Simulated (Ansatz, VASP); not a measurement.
**Two plane-wave programs on TePtSe3**

```
Te Pt Se
1.0
     5.02201   -0.00044    0.00255
    -0.00038    5.02233    0.00791
    -0.00047    0.00995   12.83549
Te Pt Se
2 2 6
Cartesian
  4.9749 -0.0372 5.7474
  5.0664 0.0405 12.1608
  2.5481 2.5343 0.8850
  2.4665 2.4756 7.3071
  4.9314 -0.0419 3.3487
  0.1133 0.1257 9.7613
  0.0385 2.5293 0.6582
  -0.0457 2.4709 7.0792
  2.5477 0.0240 0.6555
  2.4662 -0.0364 7.0769
```

Change from the starting cell: cell x2, atoms moved at random (sigma 0.05 Å) and cell strained at random (1.5 %), then relaxed without symmetry.

Alike in both runs: functional PBE; k mesh 4 × 4 × 2; occupations gaussian, width 0.2 eV; no spin polarisation.

Ansatz relaxed the structure, and its values are those at the end. VASP's run is a single point on that final structure, the one shown.

|  | VASP | Ansatz |
| --- | --- | --- |
| version | VASP 6.6.1 | Ansatz 0.2.0 |
| potentials or method | VASP PAW PBE potentials, release 64 (Te, Pt, Se), cutoff 520 eV | scalar-relativistic, plane waves, PAW |
| valence electrons in the cell | 68 | 164 |

|  | VASP | Ansatz | Ansatz less VASP |
| --- | --- | --- | --- |
| gap on the k mesh at the Fermi level (eV) | none | none | - |
| pressure (GPa) | 0.0 | 0.0 | -0.01 |
| rms of the force components (eV/Å) | 0.015 | 0.005 | -0.0105 |

A gap of «none» marks a metal or a gap that the smearing closes. With one functional, cell and mesh, what is left measures potentials, basis and numerics. VASP's potentials hold 68 valence electrons a cell and Ansatz's 164, so a difference there can come from the potentials and not from the codes.

Spin-orbit coupling is off throughout.
